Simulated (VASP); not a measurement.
The system is Zr2Si.

```
CELL_PARAMETERS angstrom
0.00000 2.98834 2.98834
2.98834 0.00000 2.98834
2.98834 2.98834 0.00000
ATOMIC_POSITIONS crystal
Zr 0.00000 0.00000 0.00000
Zr 0.75000 0.75000 0.75000
Si 0.25000 0.25000 0.25000
```

The cell was generated, and may not be a known phase.

| Property | Result |
| --- | --- |
| Program | VASP 6.6.1 |
| Task | relaxation of cell and atoms |
| Functional | PBE |
| Potentials or basis | VASP PAW PBE potentials, release 64 (Zr_sv, Si) |
| Cutoff | 600 eV |
| k mesh | 6 × 6 × 6 |
| Occupations | gaussian, width 0.1 eV |
| Spin | no spin polarisation |

At the start: pressure 31.1 GPa; volume 17.79 Å³/atom.

Problem. How do energy, volume and symmetry change on relaxing?

Solution. Over 4 steps the energy falls by 425.5 meV/atom and the volume is 23.14 Å³/atom (+30.1 %); space group F-43m (No. 216, to 0.1 Å) before and after.

Step by step:
| step | energy change (eV) | largest force (eV/Å) | pressure (GPa) | volume (Å³) |
| --- | --- | --- | --- | --- |
| 1 | 0.0000 | 0.0000 | 31.12 | 53.37 |
| 2 | -0.7417 | 0.0000 | -9.64 | 84.77 |
| 3 | -1.2763 | 0.0000 | -0.28 | 69.77 |
| 4 | -1.2765 | 0.0000 | 0.07 | 69.41 |

Final structure:
```cif
data_structure
_symmetry_space_group_name_H-M 'P 1'
_symmetry_Int_Tables_number 1
_cell_length_a 4.6130
_cell_length_b 4.6130
_cell_length_c 4.6130
_cell_angle_alpha 60.000
_cell_angle_beta 60.000
_cell_angle_gamma 60.000
_cell_volume 69.41
loop_
_atom_site_label
_atom_site_type_symbol
_atom_site_fract_x
_atom_site_fract_y
_atom_site_fract_z
_atom_site_occupancy
Zr1 Zr 0.00000 0.00000 0.00000 1
Zr2 Zr 0.75000 0.75000 0.75000 1
Si1 Si 0.25000 0.25000 0.25000 1
```

Caveat: the volume moved by over 15 % at a fixed basis, so the end points are rough.
